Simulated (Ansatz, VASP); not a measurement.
**FeSi in VASP and in Ansatz**

The input POSCAR:

```
FeSi
1.0
    4.4894081712      0.0000000000      0.0000000000
    0.0000000000      4.4894081712      0.0000000000
    0.0000000000      0.0000000000      4.4894081712
Fe Si
4 4
Direct
    0.8633399907      0.6366600093      0.3633399907
    0.6366600093      0.3633399907      0.8633399907
    0.3633399907      0.8633399907      0.6366600093
    0.1366600093      0.1366600093      0.1366600093
    0.1588681656      0.3411318344      0.6588681656
    0.3411318344      0.6588681656      0.1588681656
    0.6588681656      0.1588681656      0.3411318344
    0.8411318344      0.8411318344      0.8411318344
```

File INCAR.step1:

```
PREC = Accurate ; ENCUT = 660
ISMEAR = 0 ; SIGMA = 0.01
LREAL = False ; LASPH = True
NELM = 120 ; NBANDS = 34
GGA = PE ; ALGO = Normal
EDIFF = 1E-5 ; LWAVE = True
LCHARG = False ; GGA_COMPAT = False
```

INCAR.step2

```
PREC = Accurate ; ENCUT = 660
EDIFF = 1E-6 ; ISMEAR = 0
SIGMA = 0.01 ; LREAL = False
LASPH = True ; NELM = 120
ALGO = Normal ; ISIF = 2
LWAVE = False ; LCHARG = True
METAGGA = R2SCAN ; LMIXTAU = True
LELF = True ; LVHAR = True
NBANDS = 34 ; ISTART = 1
GGA_COMPAT = False
```

KPOINTS

```
Automatic mesh
0
Gamma
  6 6 6
```

Input for Ansatz:

```yaml
crystal:
  lattice:
    - [4.4894081712, 0.0, 0.0]
    - [0.0, 4.4894081712, 0.0]
    - [0.0, 0.0, 4.4894081712]
  atoms:
    - { symbol: Fe, position: [0.8633399907, 0.6366600093, 0.3633399907] }
    - { symbol: Fe, position: [0.6366600093, 0.3633399907, 0.8633399907] }
    - { symbol: Fe, position: [0.3633399907, 0.8633399907, 0.6366600093] }
    - { symbol: Fe, position: [0.1366600093, 0.1366600093, 0.1366600093] }
    - { symbol: Si, position: [0.1588681656, 0.3411318344, 0.6588681656] }
    - { symbol: Si, position: [0.3411318344, 0.6588681656, 0.1588681656] }
    - { symbol: Si, position: [0.6588681656, 0.1588681656, 0.3411318344] }
    - { symbol: Si, position: [0.8411318344, 0.8411318344, 0.8411318344] }
kpoints:
  mp_grid: { grid: [6, 6, 6] }
hamiltonian:
  xc: r2scan
scf:
  occupations: { method: fixed }
  n_extra_bands: 6
output:
  forces: true
  stress: true
  eigenvalues: true
```

Alike in both runs: task single point; functional r2SCAN; k mesh 6 × 6 × 6; no spin polarisation.

|  | VASP | Ansatz |
| --- | --- | --- |
| version | VASP 6.6.1 | Ansatz 0.2.0 |
| potentials or method | VASP PAW PBE potentials, release 64 (Fe, Si) | plane waves, PAW |
| plane-wave cutoff (eV) | 660 | 500 |
| occupations | gaussian, width 0.01 eV | fixed |
| valence electrons in the cell | 48 | 80 |

|  | VASP | Ansatz | Ansatz less VASP |
| --- | --- | --- | --- |
| gap on the k mesh at the Fermi level (eV) | 0.31 | 0.33 | +0.012 |
| pressure (GPa) | -12.8 | -13.1 | -0.27 |
| rms of the force components (eV/Å) | 0.091 | 0.102 | +0.0105 |

VASP's potentials were made for PBE, not for r2SCAN. Atom by atom the forces differ by 0.012 eV/Å (rms over components). VASP's potentials hold 48 valence electrons a cell and Ansatz's 80, so a difference there can come from the potentials and not from the codes.
